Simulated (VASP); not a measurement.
# Al (P6/mmm) in VASP: notebook, part 2 of 2

VASP 6.6.1.

## 5. Single point, PBE (volume scaled by 0.78)

INCAR reads:

```
SYSTEM = Al
ALGO = Normal
EDIFF = 1E-7
ENCUT = 520
GGA = PE
ISIF = 2
ISMEAR = -1
LASPH = .TRUE.
LCHARG = .FALSE.
LREAL = .FALSE.
LWAVE = .FALSE.
NBANDS = 8
NELM = 60
PREC = Accurate
SIGMA = 0.08
```

KPOINTS reads:

```
k-points
0
G
  16 16 15
  0 0 0
```

POSCAR reads:

```
Al
1.0
    2.5718437864      0.0000000000      0.0000000000
   -1.2859218932      2.2272820536      0.0000000000
    0.0000000000      0.0000000000      2.5566659140
Al
1
Direct
    0.0000000000      0.0000000000      0.0000000000
```

Potentials or basis: VASP PAW PBE potentials, release 64 (Al).

Run with:

```sh
$ cat potpaw_PBE.64/Al/POTCAR > POTCAR
$ mpirun -np 1 vasp_std > vasp.out
```

OUTCAR:

```text
SYSTEM = Al
   EDIFF = 1E-7
   ENCUT = 520
   GGA = PE
   ISIF = 2
   ISMEAR = -1
   LASPH = .TRUE.
   LREAL = .FALSE.
   NELM = 60
   PREC = Accurate

 ion  position               nearest neighbor table
   1  0.000  0.000  0.000-

  LATTYP: Found a hexagonal cell.
 ALAT       =     2.5718437864
 C/A-ratio  =     0.9940984470

  Lattice vectors:

 A1 = (   2.5718437864,   0.0000000000,   0.0000000000)
 A2 = (  -1.2859218932,   2.2272820536,   0.0000000000)
 A3 = (   0.0000000000,   0.0000000000,   2.5566659140)

Analysis of symmetry for initial positions (statically):
=====================================================================
 Subroutine PRICEL returns:
 Original cell was already a primitive cell.

 Routine SETGRP: Setting up the symmetry group for a
 hexagonal supercell.

 Subroutine GETGRP returns: Found 24 space group operations
 (whereof 24 operations were pure point group operations)
 out of a pool of 24 trial point group operations.

The static configuration has the point symmetry D_6h.

Analysis of symmetry for dynamics (positions and initial velocities):
=====================================================================
 Subroutine PRICEL returns:
 Original cell was already a primitive cell.

 Routine SETGRP: Setting up the symmetry group for a
 hexagonal supercell.

 Subroutine GETGRP returns: Found 24 space group operations
 (whereof 24 operations were pure point group operations)
 out of a pool of 24 trial point group operations.

The dynamic configuration has the point symmetry D_6h.

 Subroutine INISYM returns: Found 24 space group operations
 (whereof 24 operations are pure point group operations),
 and found     1 'primitive' translations

----------------------------------------------------------------------------------------

                                     Primitive cell

  volume of cell :      14.6451

  direct lattice vectors                    reciprocal lattice vectors
     2.571843786  0.000000000  0.000000000     0.388826104  0.224488856  0.000000000
    -1.285921893  2.227282054  0.000000000     0.000000000  0.448977712  0.000000000
     0.000000000  0.000000000  2.556665914     0.000000000  0.000000000  0.391134405

  length of vectors
     2.571843786  2.571843786  2.556665914     0.448977712  0.448977712  0.391134405

  position of ions in fractional coordinates (direct lattice)
     0.000000000  0.000000000  0.000000000

  ion indices of the primitive-cell ions
   primitive index   ion index
                 1           1

----------------------------------------------------------------------------------------

 KPOINTS: k-points

Automatic generation of k-mesh.
 Grid dimensions read from file:
 generate k-points for:   16   16   15

 Generating k-lattice:

  Cartesian coordinates                     Fractional coordinates (reciprocal lattice)
     0.024301632  0.014030553  0.000000000     0.062500000  0.000000000  0.000000000
     0.000000000  0.028061107  0.000000000     0.000000000  0.062500000  0.000000000
     0.000000000  0.000000000  0.026075627     0.000000000  0.000000000  0.066666667

  Length of vectors
     0.028061107  0.028061107  0.026075627

  Shift w.r.t. Gamma in fractional coordinates (k-lattice)
     0.000000000  0.000000000  0.000000000

 Subroutine IBZKPT returns following result:
 ===========================================

 Found    240 irreducible k-points:

 Following reciprocal coordinates:
            Coordinates               Weight
  0.000000  0.000000  0.000000      1.000000
  0.062500 -0.000000  0.000000      6.000000
  0.125000 -0.000000  0.000000      6.000000
  0.187500  0.000000  0.000000      6.000000
  0.250000 -0.000000  0.000000      6.000000
  0.312500 -0.000000  0.000000      6.000000
[... 16 lines left out ...]
  0.187500  0.187500  0.000000      6.000000
  0.250000  0.187500  0.000000     12.000000
 [... further k-points ...]
   k-points           NKPTS =    240   k-points in BZ     NKDIM =    240   number of bands    NBANDS=      8
   number of dos      NEDOS =    301   number of ions     NIONS =      1
   total plane-waves  NPLWV =   8000
   dimension x,y,z NGX =    20 NGY =   20 NGZ =   20
   dimension x,y,z NGXF=    40 NGYF=   40 NGZF=   40
   ions per type =               1
   NGX,Y,Z   is equivalent  to a cutoff of  12.93, 12.93, 13.00 a.u.
   NGXF,Y,Z  is equivalent  to a cutoff of  25.86, 25.86, 26.01 a.u.
 SYSTEM =  Al
   PREC   = accura    normal or accurate (medium, high low for compatibility)
   ISTART =      0    job   : 0-new  1-cont  2-samecut
   ICHARG =      2    charge: 1-file 2-atom 10-const
   ISPIN  =      1    spin polarized calculation?
   LNONCOLLINEAR =      F non collinear calculations
   LSORBIT =      F    spin-orbit coupling
   LASPH  =      T    aspherical Exc in radial PAW
   ENCUT  =  520.0 eV  38.22 Ry    6.18 a.u.   4.78  4.78  4.75*2*pi/ulx,y,z
   NELM   =     60;   NELMIN=  2; NELMDL= -5     # of ELM steps
   EDIFF  = 0.1E-06   stopping-criterion for ELM
   LREAL  =      F    real-space projection
   EDIFFG = 0.1E-05   stopping-criterion for IOM
   NSW    =      0    number of steps for IOM
   IBRION =     -1    ionic relax: 0-MD 1-quasi-New 2-CG
   NFREE  =      0    steps in history (QN), initial steepest desc. (CG)
   ISIF   =      2    stress and relaxation
   ISYM   =      2    0-nonsym 1-usesym 2-fastsym
   POTIM  = 0.5000    time-step for ionic-motion
   TEBEG  =    0.0;   TEEND  =   0.0 temperature during run
   PSTRESS=    0.0 pullay stress
   NELECT =       3.0000    total number of electrons
   NUPDOWN=      -1.0000    fix difference up-down
   EMIN   =  10.00;   EMAX   =-10.00  energy-range for DOS
   EFERMI =   0.00;   METHOD = LEGACY
   ISMEAR =    -1;   SIGMA  =   0.08  broadening in eV -4-tet -1-fermi 0-gaus
   EFERMI_NEDOS =   21; number of points for ismear=-14 and -15
   IALGO  =     38    algorithm
   IMIX   =      4    mixing-type and parameters
     AMIX     =   0.40;   BMIX     =  1.00
     AMIX_MAG =   1.60;   BMIX_MAG =  1.00
  volume/ion in A,a.u.               =      14.65        98.83
  Fermi-wavevector in a.u.,A,eV,Ry     =   0.965052  1.823684 12.671447  0.931325
  Thomas-Fermi vector in A             =   2.094736
   LORBIT       =      0    0 simple, 1 ext, 2 COOP (PROOUT), +10 PAW based schemes
   GGA     = PE    functional components
   LHFCALC =     F    Hartree Fock is set to
   AEXX    =    0.0000 exact exchange contribution
   IVDW    =     0    specifies the selected vdW correction
   LEPSILON=     F    determine dielectric tensor
   LRPA    =     F    only Hartree local field effects (RPA)
 non-spin polarized calculation
  energy-cutoff  :      520.00
  volume of cell :       14.65
 maximum number of plane-waves:       405
 NGX is ok and might be reduce to    20
   NGX =  9   NGY =  9   NGZ =  9

 number of electron       3.0000000 magnetization

 Free energy of the ion-electron system (eV)
  ---------------------------------------------------
  ext. energy  EPLUGINS =         0.00000000
  ---------------------------------------------------
  free energy    TOTEN  =        -3.25146380 eV

  energy without entropy =       -3.24281294  energy(sigma->0) =       -3.24713837

 E-fermi :   9.0399     XC(G=0): -10.6035

 val. band max:        9.0195082971   @ k =   0.3125   0.2500   0.2667
 cond. band min:       9.0671615127   @ k =   0.3750   0.1250   0.4667
 fundamental gap:      0.0476532156
 Fermi energy:         9.0399465212

 k-point     1 :       0.0000    0.0000    0.0000
  band No.  band energies     occupation
      1      -2.7357      2.00000
      2      17.1254      0.00000
      3      18.5875      0.00000
      4      23.3503      0.00000
      5      23.3503      0.00000
      6      25.0561      0.00000
      7      25.0561      0.00000
      8      27.5740      0.00000

 k-point     2 :       0.0625   -0.0000    0.0000
  band No.  band energies     occupation
      1      -2.6194      2.00000
      2      17.0907      0.00000
      3      18.6815      0.00000
      4      21.6190      0.00000
      5      22.5680      0.00000
      6      25.1926      0.00000
      7      26.0306      0.00000
      8      29.0589      0.00000
[... 221 lines left out ...]
 k-point    23 :       0.1875    0.1875    0.0000
  band No.  band energies     occupation
      1       0.3643      2.00000
      2      12.1701      0.00000
      3      12.8226      0.00000
      4      21.1383      0.00000
      5      21.9515      0.00000
      6      27.9133      0.00000
      7      29.1813      0.00000
      8      31.3800      0.00000

 k-point    24 :       0.2500    0.1875    0.0000
  band No.  band energies     occupation
      1       1.4900      2.00000
      2      10.1486      0.00000
      3      12.0032      0.00000
      4      22.0867      0.00000
      5      22.8656      0.00000
      6      27.9877      0.00000
      7      29.7299      0.00000
      8      30.5681      0.00000

 [... further k-points ...]
[... 5 lines left out ...]
  --------------------------------------------------------------------------------------
  -------------------------------------------------------------------------------------
  Total        2.4667137      2.4667137      2.4768189      0.0000000      0.0000000      0.0000000
  in kB      269.8581540    269.8581540    270.9636601      0.0000000      0.0000000      0.0000000
  external PRESSURE =     270.2266560 kB  Pullay stress =       0.0000000 kB

 VOLUME and BASIS-vectors are now :
 -----------------------------------------------------------------------------
  energy-cutoff  :      520.00
  volume of cell :       14.65
      direct lattice vectors                 reciprocal lattice vectors
     2.571843786  0.000000000  0.000000000     0.388826104  0.224488856  0.000000000
    -1.285921893  2.227282054  0.000000000     0.000000000  0.448977712  0.000000000
     0.000000000  0.000000000  2.556665914     0.000000000  0.000000000  0.391134405

 POSITION                                       TOTAL-FORCE (eV/Angst)
 -----------------------------------------------------------------------------------
      0.00000      0.00000      0.00000         0.000000      0.000000      0.000000
 -----------------------------------------------------------------------------------
    total drift:                                0.000000      0.000000      0.000000

  FREE ENERGIE OF THE ION-ELECTRON SYSTEM (eV)
  ---------------------------------------------------
  free  energy   TOTEN  =        -3.2514638000 eV

  energy  without entropy=       -3.2428129358  energy(sigma->0) =       -3.24713837
```

It took 11 s on 1 thread of Intel Xeon Platinum 8559C (Emerald Rapids), shared host; peak memory 0.13 GiB.

Results:

| Item | Value |
| --- | --- |
| Free energy | -3.2515 eV |
| Pressure | 27.0 GPa |

Stress tensor (GPa, compression positive):
```
26.99  0.00  0.00
 0.00 26.99  0.00
 0.00  0.00 27.10
```

Levels at points of the mesh, in eV from the Fermi level:
| k point | band 1 | band 2 | band 3 | band 4 |
| --- | --- | --- | --- | --- |
| (0.00, 0.00, 0.00) | -11.78 | 8.09 | 9.55 | 14.31 |
| (0.50, 0.00, 0.00) | -4.88 | -4.18 | 8.40 | 9.15 |

Caveat: the cell differs from its parent crystal (volume scaled by 0.78).

## 6. Single point, PBE

This run uses another cell than the first one, of 16.52 Å³/atom, 1.294 times its volume.

INCAR reads:

```
SYSTEM = Al
PREC     = Accurate       ! precision mode
ENCUT    = 520            ! plane-wave cutoff, eV
EDIFF    = 1E-7           ! SCF threshold, eV
ISMEAR   = -1             ! smearing method
SIGMA    = 0.08           ! smearing width, eV
LREAL    = .FALSE.        ! projectors in reciprocal space
LASPH    = .TRUE.         ! aspherical terms in the spheres
NELM     = 60             ! most SCF steps
ALGO     = Normal         ! electronic algorithm
ISIF     = 2              ! what is computed and relaxed
LWAVE    = .FALSE.        ! write WAVECAR
LCHARG   = .TRUE.         ! write CHGCAR
GGA      = PE             ! functional
LELF     = .TRUE.         ! ELF
LVHAR    = .TRUE.       
NBANDS   = 8              ! bands
```

KPOINTS reads:

```
Automatic mesh
0
G
  16 16 15
  0 0 0
```

POSCAR reads:

```
Al
1.0
    2.6702553400      0.0000000000      0.0000000000
   -1.3351276700      2.3125089590      0.0000000000
    0.0000000000      0.0000000000      2.6757506427
Al
1
Direct
    0.0000000000      0.0000000000      0.0000000000
```

Potentials or basis: VASP PAW PBE potentials, release 64 (Al).

Run with:

```sh
$ cat potpaw_PBE.64/Al/POTCAR > POTCAR
$ mpirun -np 1 vasp_std > vasp.out
```

OUTCAR:

```text
SYSTEM = Al
   PREC = Accurate
   ENCUT = 520
   EDIFF = 1E-7
   ISMEAR = -1
   LREAL = .FALSE.
   LASPH = .TRUE.
   NELM = 60
   ISIF = 2
   GGA = PE

 ion  position               nearest neighbor table
   1  0.000  0.000  0.000-

  LATTYP: Found a hexagonal cell.
 ALAT       =     2.6702553400
 C/A-ratio  =     1.0020579690

  Lattice vectors:

 A1 = (   2.6702553400,   0.0000000000,   0.0000000000)
 A2 = (  -1.3351276700,   2.3125089590,   0.0000000000)
 A3 = (   0.0000000000,   0.0000000000,   2.6757506427)
[... 434 lines left out ...]
  band No.  band energies     occupation
      1       0.7220      2.00000
      2       8.8436      0.00000
      3      10.4668      0.00000
      4      19.5360      0.00000
      5      20.6395      0.00000
      6      25.3129      0.00000
      7      26.6174      0.00000
      8      27.7395      0.00000

 [... further k-points ...]
[... 5 lines left out ...]
  --------------------------------------------------------------------------------------
  -------------------------------------------------------------------------------------
  Total        1.1166672      1.1166672      1.1163749      0.0000000      0.0000000      0.0000000
  in kB      108.2810579    108.2810579    108.2527111      0.0000000      0.0000000      0.0000000
  external PRESSURE =     108.2716090 kB  Pullay stress =       0.0000000 kB

 VOLUME and BASIS-vectors are now :
 -----------------------------------------------------------------------------
  energy-cutoff  :      520.00
  volume of cell :       16.52
      direct lattice vectors                 reciprocal lattice vectors
     2.670255340  0.000000000  0.000000000     0.374496021  0.216215379  0.000000000
    -1.335127670  2.312508959  0.000000000     0.000000000  0.432430757  0.000000000
     0.000000000  0.000000000  2.675750643     0.000000000  0.000000000  0.373726903

 POSITION                                       TOTAL-FORCE (eV/Angst)
 -----------------------------------------------------------------------------------
      0.00000      0.00000      0.00000        -0.000000      0.000000      0.000000
 -----------------------------------------------------------------------------------
    total drift:                               -0.000000      0.000000      0.000000

  FREE ENERGIE OF THE ION-ELECTRON SYSTEM (eV)
  ---------------------------------------------------
  free  energy   TOTEN  =        -3.4649186189 eV

  energy  without entropy=       -3.4553754043  energy(sigma->0) =       -3.46014701
```

OSZICAR:

```text
N       E                     dE             d eps       ncg     rms          rms(c)
DAV:   1    -0.202642272822E+01   -0.20264E+01   -0.88307E+02  3872   0.206E+02
DAV:   2    -0.347782810630E+01   -0.14514E+01   -0.13792E+01  5384   0.188E+01
DAV:   3    -0.348498534667E+01   -0.71572E-02   -0.71537E-02  4832   0.147E+00
DAV:   4    -0.348500681147E+01   -0.21465E-04   -0.21465E-04  5880   0.719E-02
DAV:   5    -0.348500689548E+01   -0.84010E-07   -0.84612E-07  4864   0.258E-03    0.135E+00
DAV:   6    -0.347248858384E+01    0.12518E-01   -0.41373E-03  5088   0.203E-01    0.788E-01
DAV:   7    -0.346498302837E+01    0.75056E-02   -0.88179E-03  5064   0.305E-01    0.105E-01
DAV:   8    -0.346492188750E+01    0.61141E-04   -0.27650E-04  5104   0.748E-02    0.210E-02
DAV:   9    -0.346491837948E+01    0.35080E-05   -0.11172E-05  4952   0.151E-02    0.205E-02
DAV:  10    -0.346491863729E+01   -0.25781E-06   -0.26400E-07  5408   0.296E-03    0.968E-04
DAV:  11    -0.346491861892E+01    0.18373E-07   -0.18216E-09  2808   0.264E-04
   1 F= -.34649186E+01 E0= -.34601470E+01  d E =-.954321E-02
```

stdout:

```text
POSCAR found type information on POSCAR Al
 POSCAR found :  1 types and       1 ions
 scaLAPACK will be used
 LDA part: xc-table for (Slater+PW92), standard interpolation
 POSCAR, INCAR and KPOINTS ok, starting setup
 FFT: planning ... GRIDC
 FFT: planning ... GRID_SOFT
 FFT: planning ... GRID
 WAVECAR not read
 entering main loop
```

It took 12 s on 1 thread of Intel Xeon Platinum 8559C (Emerald Rapids), shared host; peak memory 0.13 GiB.

Results:

* Free energy: -3.4649 eV
* Pressure: 10.8 GPa

## 7. Overview

```tsv
cell	gap on the mesh (eV)	pressure (GPa)
a = 2.464, b = 2.464, c = 2.429 Å, angles 90.0, 90.0, 120.0°, 1 atom	none	54.9
a = 2.572, b = 2.572, c = 2.557 Å, angles 90.0, 90.0, 120.0°, 1 atom	none	27.0
a = 2.670, b = 2.670, c = 2.676 Å, angles 90.0, 90.0, 120.0°, 1 atom	none	10.8
```

Alike in all rows: task single point; level PBE; potentials or basis VASP PAW PBE potentials, release 64 (Al); no spin polarisation; k mesh 16 × 16 × 15; cutoff (eV) 520; smearing fermi-dirac 0.08 eV.

Total energies depend on the potentials used, so only differences within one code and one set of settings carry meaning.
